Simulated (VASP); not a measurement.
Wanted: the native input for a VASP 6.6.1 run.

```
Task                   : single point
Functional             : PBEsol
Potentials or basis    : VASP PAW PBE potentials, release 64 (Zr_sv, B)
Cutoff                 : 500 eV
k mesh                 : 6 × 6 × 4
Occupations            : gaussian, width 0.1 eV
Spin                   : no spin polarisation
Dipole correction      : no
Further INCAR settings : ALGO = Normal; EDIFF = 1e-06; NBANDS = 16
```

The structure of ZrB2 (km) lies in POSCAR:

```
ZrB2
1.0
    3.1548425352      0.0000000000      0.0000000000
   -1.5774212676      2.7321737804      0.0000000000
    0.0000000000      0.0000000000      3.5072895048
Zr B
1 2
Direct
    0.0000000000      0.0000000000      0.0000000000
    0.3333333333      0.6666666667      0.5000000000
    0.6666666667      0.3333333333      0.5000000000
```

One way to write it, as run:

INCAR

```
SYSTEM = ZrB2
ALGO = Normal
EDIFF = 1E-6
ENCUT = 500
GGA = PS
GGA_COMPAT = .False.
ISIF = 2
ISMEAR = 0
LASPH = .True.
LCHARG = .False.
LREAL = .False.
LWAVE = .False.
NBANDS = 16
NELM = 120
PREC = Accurate
SIGMA = 0.1
```

KPOINTS

```
k-points
0
Gamma
  6 6 4
  0 0 0
```

Potentials or basis: VASP PAW PBE potentials, release 64 (Zr_sv, B).

The run is started by

```console
$ cat potpaw_PBE.64/Zr_sv/POTCAR potpaw_PBE.64/B/POTCAR > POTCAR
$ mpirun -np 1 vasp_std > vasp.out
```

It gave:

| Property | Result |
| --- | --- |
| Pressure | 0.5 GPa |
| Band gap on the k mesh | zero (band 9 reaches 10.90 eV, above the bottom of band 10 at 10.33 eV) |

Caveat: the k points lie up to 0.45 Å⁻¹ apart; the PAW data sets were made with another functional, which shifts forces and pressure a little.

Run time: 23 s on 1 thread of AMD EPYC 7R13 (shared host), peak memory 0.11 GiB.
